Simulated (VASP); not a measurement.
# Au (Fd-3m) in VASP: a series of runs

Runs on Au. Level: LDA. Tasks: single point, relaxation of cell and atoms.

Program: VASP 6.6.1. These are calculated values, not measurements. Logs are shortened: lines on timing, memory, paths and dates and some standing lists are left out, and cuts for length are marked.

### Step 1. The cell of the first run

Symmetry: Fd-3m, No. 227, cubic system. Conventional cell: a = 6.182 Å, b = 6.182 Å, c = 6.182 Å, α = 90.00°, β = 90.00°, γ = 90.00°. Within 3.5 Å of Au (site symmetry -43m) lie 4 Au at 2.68 Å.

This isn't the form of Au at room conditions, which is fcc.

### Step 2. Single point, LDA (29.53 Å³/atom)

INCAR

```
SYSTEM = Au
  ALGO = Normal
  EDIFF = 1E-6
  ENCUT = 520
  GGA = CA
  ISIF = 2
  ISMEAR = -1
  LASPH = .TRUE.
  LCHARG = .TRUE.
  LELF = .TRUE.
  LREAL = .FALSE.
  LVHAR = .TRUE.
  LWAVE = .FALSE.
  NBANDS = 18
  NELM = 60
  PREC = Accurate
  SIGMA = 0.1
```

KPOINTS

```
k-points
0
G
  10 10 10
  0 0 0
```

POSCAR

```
Au
1.0
    0.0000000000      3.0910775792      3.0910775792
    3.0910775792      0.0000000000      3.0910775792
    3.0910775792      3.0910775792      0.0000000000
Au
2
Direct
    0.1250000000      0.1250000000      0.1250000000
    0.8750000000      0.8750000000      0.8750000000
```

Potentials or basis: VASP PAW LDA potentials, release 64 (Au).

On the command line:

```
cat potpaw_LDA.64/Au/POTCAR > POTCAR
mpirun -np 1 vasp_std > vasp.out
```

OUTCAR:

```text
SYSTEM = Au
   EDIFF = 1E-6
   ENCUT = 520
   GGA = CA
   ISIF = 2
   ISMEAR = -1
   LASPH = .TRUE.
   LREAL = .FALSE.
   NELM = 60
   PREC = Accurate

 ion  position               nearest neighbor table
   1  0.125  0.125  0.125-   2 2.68   2 2.68   2 2.68   2 2.68
   2  0.875  0.875  0.875-   1 2.68   1 2.68   1 2.68   1 2.68

  LATTYP: Found a face centered cubic cell.
 ALAT       =     6.1821551584

  Lattice vectors:

 A1 = (   0.0000000000,   3.0910775792,   3.0910775792)
 A2 = (   3.0910775792,   0.0000000000,   3.0910775792)
 A3 = (   3.0910775792,   3.0910775792,   0.0000000000)

Analysis of symmetry for initial positions (statically):
=====================================================================
 Subroutine PRICEL returns:
 Original cell was already a primitive cell.

 Routine SETGRP: Setting up the symmetry group for a
 face centered cubic supercell.

 Subroutine GETGRP returns: Found 48 space group operations
 (whereof 12 operations were pure point group operations)
 out of a pool of 48 trial point group operations.

The static configuration has the point symmetry D_3d.
 The point group associated with its full space group is O_h .

Analysis of symmetry for dynamics (positions and initial velocities):
=====================================================================
 Subroutine PRICEL returns:
 Original cell was already a primitive cell.

 Routine SETGRP: Setting up the symmetry group for a
 face centered cubic supercell.

 Subroutine GETGRP returns: Found 48 space group operations
 (whereof 12 operations were pure point group operations)
 out of a pool of 48 trial point group operations.

The dynamic configuration has the point symmetry D_3d.
 The point group associated with its full space group is O_h .

 Subroutine INISYM returns: Found 48 space group operations
 (whereof 12 operations are pure point group operations),
 and found     1 'primitive' translations

----------------------------------------------------------------------------------------

                                     Primitive cell

  volume of cell :      59.0690

  direct lattice vectors                    reciprocal lattice vectors
     0.000000000  3.091077579  3.091077579    -0.161755888  0.161755888  0.161755888
     3.091077579  0.000000000  3.091077579     0.161755888 -0.161755888  0.161755888
     3.091077579  3.091077579  0.000000000     0.161755888  0.161755888 -0.161755888

  length of vectors
     4.371443835  4.371443835  4.371443835     0.280169417  0.280169417  0.280169417

  position of ions in fractional coordinates (direct lattice)
     0.125000000  0.125000000  0.125000000
     0.875000000  0.875000000  0.875000000

  ion indices of the primitive-cell ions
   primitive index   ion index
                 1           1
                 2           2

----------------------------------------------------------------------------------------

 KPOINTS: k-points

Automatic generation of k-mesh.
 Grid dimensions read from file:
 generate k-points for:   10   10   10

 Generating k-lattice:

  Cartesian coordinates                     Fractional coordinates (reciprocal lattice)
    -0.016175589  0.016175589  0.016175589     0.100000000  0.000000000  0.000000000
     0.016175589 -0.016175589  0.016175589     0.000000000  0.100000000  0.000000000
     0.016175589  0.016175589 -0.016175589     0.000000000  0.000000000  0.100000000

  Length of vectors
     0.028016942  0.028016942  0.028016942

  Shift w.r.t. Gamma in fractional coordinates (k-lattice)
     0.000000000  0.000000000  0.000000000

 Subroutine IBZKPT returns following result:
 ===========================================

 Found     47 irreducible k-points:

 Following reciprocal coordinates:
            Coordinates               Weight
  0.000000  0.000000  0.000000      1.000000
  0.100000  0.000000  0.000000      8.000000
  0.200000  0.000000  0.000000      8.000000
  0.300000  0.000000  0.000000      8.000000
  0.400000  0.000000  0.000000      8.000000
  0.500000  0.000000  0.000000      4.000000
[... 16 lines left out ...]
  0.300000  0.300000  0.000000      6.000000
  0.400000  0.300000  0.000000     24.000000
 [... further k-points ...]
   k-points           NKPTS =     47   k-points in BZ     NKDIM =     47   number of bands    NBANDS=     18
   number of dos      NEDOS =    301   number of ions     NIONS =      2
   total plane-waves  NPLWV =  46656
   dimension x,y,z NGX =    36 NGY =   36 NGZ =   36
   dimension x,y,z NGXF=    72 NGYF=   72 NGZF=   72
   ions per type =               2
   NGX,Y,Z   is equivalent  to a cutoff of  13.69, 13.69, 13.69 a.u.
   NGXF,Y,Z  is equivalent  to a cutoff of  27.38, 27.38, 27.38 a.u.
 SYSTEM =  Au
   PREC   = accura    normal or accurate (medium, high low for compatibility)
   ISTART =      0    job   : 0-new  1-cont  2-samecut
   ICHARG =      2    charge: 1-file 2-atom 10-const
   ISPIN  =      1    spin polarized calculation?
   LNONCOLLINEAR =      F non collinear calculations
   LSORBIT =      F    spin-orbit coupling
   LASPH  =      T    aspherical Exc in radial PAW
   ENCUT  =  520.0 eV  38.22 Ry    6.18 a.u.   8.13  8.13  8.13*2*pi/ulx,y,z
   NELM   =     60;   NELMIN=  2; NELMDL= -5     # of ELM steps
   EDIFF  = 0.1E-05   stopping-criterion for ELM
   LREAL  =      F    real-space projection
   EDIFFG = 0.1E-04   stopping-criterion for IOM
   NSW    =      0    number of steps for IOM
   IBRION =     -1    ionic relax: 0-MD 1-quasi-New 2-CG
   NFREE  =      0    steps in history (QN), initial steepest desc. (CG)
   ISIF   =      2    stress and relaxation
   ISYM   =      2    0-nonsym 1-usesym 2-fastsym
   POTIM  = 0.5000    time-step for ionic-motion
   TEBEG  =    0.0;   TEEND  =   0.0 temperature during run
   PSTRESS=    0.0 pullay stress
   NELECT =      22.0000    total number of electrons
   NUPDOWN=      -1.0000    fix difference up-down
   EMIN   =  10.00;   EMAX   =-10.00  energy-range for DOS
   EFERMI =   0.00;   METHOD = LEGACY
   ISMEAR =    -1;   SIGMA  =   0.10  broadening in eV -4-tet -1-fermi 0-gaus
   EFERMI_NEDOS =   21; number of points for ismear=-14 and -15
   IALGO  =     38    algorithm
   IMIX   =      4    mixing-type and parameters
     AMIX     =   0.40;   BMIX     =  1.00
     AMIX_MAG =   1.60;   BMIX_MAG =  1.00
  volume/ion in A,a.u.               =      29.53       199.31
  Fermi-wavevector in a.u.,A,eV,Ry     =   1.177866  2.225844 18.876286  1.387368
  Thomas-Fermi vector in A             =   2.314205
   LORBIT       =      0    0 simple, 1 ext, 2 COOP (PROOUT), +10 PAW based schemes
   GGA     = CA    functional components
   LHFCALC =     F    Hartree Fock is set to
   AEXX    =    0.0000 exact exchange contribution
   IVDW    =     0    specifies the selected vdW correction
   LEPSILON=     F    determine dielectric tensor
   LRPA    =     F    only Hartree local field effects (RPA)
 non-spin polarized calculation
  energy-cutoff  :      520.00
  volume of cell :       59.07
 maximum number of plane-waves:      1639
 NGX is ok and might be reduce to    36
   NGX = 17   NGY = 17   NGZ = 17

 number of electron      22.0000003 magnetization

 Free energy of the ion-electron system (eV)
  ---------------------------------------------------
  ext. energy  EPLUGINS =         0.00000000
  ---------------------------------------------------
  free energy    TOTEN  =        -6.75355897 eV

  energy without entropy =       -6.72947439  energy(sigma->0) =       -6.74151668

 E-fermi :   2.3585     XC(G=0):  -9.6587

 val. band max:        2.3048069314   @ k =   0.5000   0.1000   0.0000
 cond. band min:       2.4952090017   @ k =  -0.4000   0.4000   0.0000
 fundamental gap:      0.1904020703
 Fermi energy:         2.3585039378

 k-point     1 :       0.0000    0.0000    0.0000
  band No.  band energies     occupation
      1      -3.5025      2.00000
      2      -1.6105      2.00000
      3      -1.6105      2.00000
      4      -1.6105      2.00000
      5      -1.5861      2.00000
      6      -1.5861      2.00000
[... 10 lines left out ...]
     17      12.7638      0.00000
     18      12.7638      0.00000

 k-point     2 :       0.1000    0.0000    0.0000
  band No.  band energies     occupation
      1      -3.3886      2.00000
      2      -1.7242      2.00000
      3      -1.7242      2.00000
      4      -1.6193      2.00000
      5      -1.4406      2.00000
      6      -1.4406      2.00000
[... 10 lines left out ...]
     17      13.3261      0.00000
     18      13.3261      0.00000

 k-point     3 :       0.2000    0.0000    0.0000
  band No.  band energies     occupation
      1      -3.0742      2.00000
      2      -1.7896      2.00000
      3      -1.7896      2.00000
      4      -1.6414      2.00000
      5      -1.3069      2.00000
      6      -1.3069      2.00000
[... 10 lines left out ...]
     17      13.6047      0.00000
     18      13.8435      0.00000

 k-point     4 :       0.3000    0.0000    0.0000
  band No.  band energies     occupation
      1      -2.6567      2.00000
      2      -1.7900      2.00000
      3      -1.7900      2.00000
      4      -1.6680      2.00000
      5      -1.2593      2.00000
      6      -1.2593      2.00000
[... 10 lines left out ...]
     17      13.8339      0.00000
     18      13.8339      0.00000

 k-point     5 :       0.4000    0.0000    0.0000
  band No.  band energies     occupation
      1      -2.3131      2.00000
      2      -1.7440      2.00000
      3      -1.7440      2.00000
      4      -1.6939      2.00000
      5      -1.2993      2.00000
      6      -1.2993      2.00000
[... 10 lines left out ...]
     17      13.7124      0.00000
     18      13.7124      0.00000

 k-point     6 :       0.5000    0.0000    0.0000
  band No.  band energies     occupation
      1      -2.1871      2.00000
      2      -1.7101      2.00000
      3      -1.7101      2.00000
      4      -1.7078      2.00000
      5      -1.3377      2.00000
      6      -1.3377      2.00000
[... 10 lines left out ...]
     17      13.6610      0.00000
     18      13.6610      0.00000

 k-point     7 :       0.1000    0.1000    0.0000
  band No.  band energies     occupation
      1      -3.3496      2.00000
      2      -1.8197      2.00000
      3      -1.6174      2.00000
      4      -1.6174      2.00000
      5      -1.5248      2.00000
      6      -1.3461      2.00000
[... 10 lines left out ...]
     17      13.9318      0.00000
     18      14.1980      0.00000

 k-point     8 :       0.2000    0.1000    0.0000
  band No.  band energies     occupation
      1      -3.0981      2.00000
      2      -1.8971      2.00000
      3      -1.6708      2.00000
      4      -1.6362      2.00000
      5      -1.4020      2.00000
      6      -1.2089      2.00000
[... 10 lines left out ...]
     17      13.6339      0.00000
     18      14.6513      0.00000
[... 229 lines left out ...]
     17      14.4347      0.00000
     18      15.3997      0.00000

 k-point    20 :      -0.4000    0.2000    0.0000
  band No.  band energies     occupation
      1      -2.0122      2.00000
      2      -1.9110      2.00000
      3      -1.8186      2.00000
      4      -1.6386      2.00000
      5      -1.2171      2.00000
      6      -0.9445      2.00000
[... 10 lines left out ...]
     17      15.0095      0.00000
     18      16.0884      0.00000

 k-point    21 :      -0.3000    0.2000    0.0000
  band No.  band energies     occupation
      1      -2.1649      2.00000
      2      -1.8914      2.00000
      3      -1.8716      2.00000
      4      -1.5851      2.00000
      5      -1.3276      2.00000
      6      -0.8848      2.00000
[... 10 lines left out ...]
     17      14.6589      0.00000
     18      14.8869      0.00000

 k-point    22 :      -0.2000    0.2000    0.0000
  band No.  band energies     occupation
      1      -2.4979      2.00000
      2      -1.9212      2.00000
      3      -1.7748      2.00000
      4      -1.6263      2.00000
      5      -1.3496      2.00000
      6      -0.9651      2.00000
[... 10 lines left out ...]
     17      13.5947      0.00000
     18      14.1586      0.00000

 k-point    23 :       0.3000    0.3000    0.0000
  band No.  band energies     occupation
      1      -2.2957      2.00000
      2      -2.0700      2.00000
      3      -1.6687      2.00000
      4      -1.6687      2.00000
      5      -1.0628      2.00000
      6      -0.8546      2.00000
[... 10 lines left out ...]
     17      17.0188      0.00000
     18      17.0188      0.00000

 k-point    24 :       0.4000    0.3000    0.0000
  band No.  band energies     occupation
      1      -2.0623      2.00000
      2      -1.9996      2.00000
      3      -1.7199      2.00000
      4      -1.6904      2.00000
      5      -0.9122      2.00000
      6      -0.8964      2.00000
[... 10 lines left out ...]
     17      16.5135      0.00000
     18      17.2879      0.00000

 [... further k-points ...]

------------------------ aborting loop because EDIFF is reached ----------------------------------------

  FORCE on cell =-STRESS in cart. coord.  units (eV):
  Direction    XX          YY          ZZ          XY          YZ          ZX
  --------------------------------------------------------------------------------------
  -------------------------------------------------------------------------------------
  Total       -2.3736772     -2.3736772     -2.3736772      0.0000000      0.0000000     -0.0000000
  in kB      -64.3831959    -64.3831959    -64.3831959      0.0000000      0.0000000     -0.0000000
  external PRESSURE =     -64.3831959 kB  Pullay stress =       0.0000000 kB

 VOLUME and BASIS-vectors are now :
 -----------------------------------------------------------------------------
  energy-cutoff  :      520.00
  volume of cell :       59.07
      direct lattice vectors                 reciprocal lattice vectors
     0.000000000  3.091077579  3.091077579    -0.161755888  0.161755888  0.161755888
     3.091077579  0.000000000  3.091077579     0.161755888 -0.161755888  0.161755888
     3.091077579  3.091077579  0.000000000     0.161755888  0.161755888 -0.161755888

 POSITION                                       TOTAL-FORCE (eV/Angst)
 -----------------------------------------------------------------------------------
      0.77277      0.77277      0.77277        -0.000000     -0.000000     -0.000000
      5.40939      5.40939      5.40939         0.000000      0.000000      0.000000
 -----------------------------------------------------------------------------------
    total drift:                                0.000000      0.000000      0.000000

  FREE ENERGIE OF THE ION-ELECTRON SYSTEM (eV)
  ---------------------------------------------------
  free  energy   TOTEN  =        -6.7535589733 eV

  energy  without entropy=       -6.7294743927  energy(sigma->0) =       -6.74151668
```

It took 35 s on 1 thread of AMD EPYC 7R13 (Zen 3), shared host; peak memory 0.16 GiB.

Results:

```yaml
Free_energy: -6.7536 eV
Pressure: -6.4 GPa
Band_gap_on_the_k_mesh: zero (bands 11 and 12 overlap by 0.63 eV)
```

Caveat: the cell stands under tension; spin-orbit coupling is left out, which moves the levels of the heavy elements.

(Continued in part 2 of 2.)
